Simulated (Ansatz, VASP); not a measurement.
Mg2B3: VASP beside Ansatz

```
CELL_PARAMETERS angstrom
6.75476 0.00000 0.00000
0.00000 6.75476 0.00000
0.00000 0.00000 3.13424
ATOMIC_POSITIONS crystal
Mg 0.75653 0.24347 0.00000
Mg 0.24347 0.75653 0.00000
Mg 0.24347 0.24347 0.50000
Mg 0.75653 0.75653 0.50000
B 0.50000 0.00000 0.75000
B 0.50000 0.00000 0.25000
B 0.00000 0.50000 0.75000
B 0.00000 0.50000 0.25000
B 0.00000 0.00000 0.75000
B 0.00000 0.00000 0.25000
```

Change from the starting cell: species swapped into the Ti2H3 type (P4_2/mcm, No. 132).

Alike in both runs: functional PBE; k mesh 4 × 4 × 6; occupations gaussian, width 0.1 eV; no spin polarisation.

Ansatz relaxed the structure, and its values are those at the end. VASP's run is a single point on that final structure, the one shown.

```csv
,VASP,Ansatz
version,VASP 6.6.1,Ansatz 0.2.0
potentials or method,"VASP PAW PBE potentials, release 64 (Mg, B), cutoff 520 eV","scalar-relativistic, plane waves, PAW"
valence electrons in the cell,26,58
```

VASP gave:

```
gap on the k mesh at the Fermi level (eV) : none
pressure (GPa)                            : -0.1
rms of the force components (eV/Å)        : 0.001
```

Problem. What did Ansatz give for the same quantities?

Solution. gap on the k mesh at the Fermi level (eV): none; pressure (GPa): 0.0; rms of the force components (eV/Å): 0.004.

A gap of «none» marks a metal or a gap that the smearing closes. With one functional, cell and mesh, what is left measures potentials, basis and numerics. VASP's potentials hold 26 valence electrons a cell and Ansatz's 58, so a difference there can come from the potentials and not from the codes.
